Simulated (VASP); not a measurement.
A run of VASP 6.6.1 is set up as follows.

INCAR

```
SYSTEM = Tl
  PREC = Accurate
  ENCUT = 520
  EDIFF = 1E-7
  ISMEAR = 0
  SIGMA = 0.05
  LREAL = .FALSE.
  LASPH = .TRUE.
  NELM = 150
  ALGO = Normal
  ISIF = 2
  LWAVE = .FALSE.
  LCHARG = .FALSE.
  ISPIN = 2
  MAGMOM = 0.5 0.5 0.5 0.5
  LORBIT = 11
  GGA = PE
  NBANDS = 38
```

Contents of KPOINTS:

```
regular mesh
0
G
  1 1 11
  0 0 0
```

The input POSCAR:

```
Tl
1.0
   12.3000000000      0.0000000000      0.0000000000
    0.0000000000      9.3000000000      0.0000000000
    0.0000000000      0.0000000000      6.0931408961
Tl
4
Direct
    0.3726767872      0.5000000000      0.0000000000
    0.3726767872      0.5000000000      0.5000000000
    0.6273232128      0.5000000000      0.0000000000
    0.6273232128      0.5000000000      0.5000000000
```

Potentials or basis: VASP PAW PBE potentials, release 64 (Tl_d).

The run is started by

```sh
$ cat potpaw_PBE.64/Tl_d/POTCAR > POTCAR
$ mpirun -np 1 vasp_std > vasp.out
```

Q: What does it give for the net moment?

A: 0.00 μB per cell.

Q: Predict the band gap on the k mesh.

A: Zero (filled and empty bands overlap).

Caveat: spin-orbit coupling is left out, which moves the levels of the heavy elements.
